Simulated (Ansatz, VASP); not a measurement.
# One calculation of TiH5, two programs

Contents of INCAR:

```
ALGO     = Normal         # electronic algorithm
EDIFF    = 1E-6           # SCF threshold, eV
ENCUT    = 520            # plane-wave cutoff, eV
GGA      = PE             # functional
ISIF     = 2              # what is computed and relaxed
ISMEAR   = 0              # smearing method
LASPH    = True           # aspherical terms in the spheres
LCHARG   = False          # write CHGCAR
LREAL    = False          # projectors in reciprocal space
LWAVE    = False          # write WAVECAR
NBANDS   = 18             # bands
NELM     = 60             # most SCF steps
PREC     = Accurate       # precision mode
SIGMA    = 0.1            # smearing width, eV
```

File KPOINTS:

```
k-points
0
Gamma
  6 6 6
```

POSCAR

```
TiH5
1.0
    0.0000000000      3.0272514000      3.0272514000
    3.0272514000      0.0000000000      3.0272514000
    3.0272514000      3.0272514000      0.0000000000
Ti H
1 5
Direct
    0.2500000000      0.2500000000      0.2500000000
    0.3727328200      0.8757557300      0.8757557300
    0.8757557300      0.3727328200      0.8757557300
    0.8757557300      0.8757557300      0.3727328200
    0.8757557300      0.8757557300      0.8757557300
    0.5000000000      0.5000000000      0.5000000000
```

Input for Ansatz:

```yaml
crystal:
  lattice:
    - [0.0, 3.0272514, 3.0272514]
    - [3.0272514, 0.0, 3.0272514]
    - [3.0272514, 3.0272514, 0.0]
  atoms:
    - { symbol: Ti, position: [0.25, 0.25, 0.25] }
    - { symbol: H, position: [0.37273282, 0.87575573, 0.87575573] }
    - { symbol: H, position: [0.87575573, 0.37273282, 0.87575573] }
    - { symbol: H, position: [0.87575573, 0.87575573, 0.37273282] }
    - { symbol: H, position: [0.87575573, 0.87575573, 0.87575573] }
    - { symbol: H, position: [0.5, 0.5, 0.5] }
basis:
  ecutwfc: 420
kpoints:
  mp_grid: { grid: [6, 6, 6] }
hamiltonian:
  xc: pbe
scf:
  occupations: { method: gaussian, width: 0.1 }
  lower_state_search: "off"
output:
  forces: true
  stress: true
  eigenvalues: true
```

Change from the starting cell: species swapped into the Be5Fe type (F-43m, No. 216).

Alike in both runs: task single point; functional PBE; k mesh 6 × 6 × 6; occupations gaussian, width 0.1 eV; no spin polarisation.

|  | VASP | Ansatz |
| --- | --- | --- |
| version | VASP 6.6.1 | Ansatz 0.2.0 |
| potentials or method | VASP PAW PBE potentials, release 64 (Ti_sv, H), cutoff 520 eV | scalar-relativistic, plane waves, PAW |
| valence electrons in the cell | 17 | 17 |

Ansatz gave:

- gap on the k mesh at the Fermi level (eV): none
- pressure (GPa): -26.8
- rms of the force components (eV/Å): 0.110

Question: Estimate VASP's values.

Answer: gap on the k mesh at the Fermi level (eV): none; pressure (GPa): -26.9; rms of the force components (eV/Å): 0.110.

Atom by atom the forces differ by 0.000 eV/Å (rms over components). A gap of «none» marks a metal or a gap that the smearing closes.
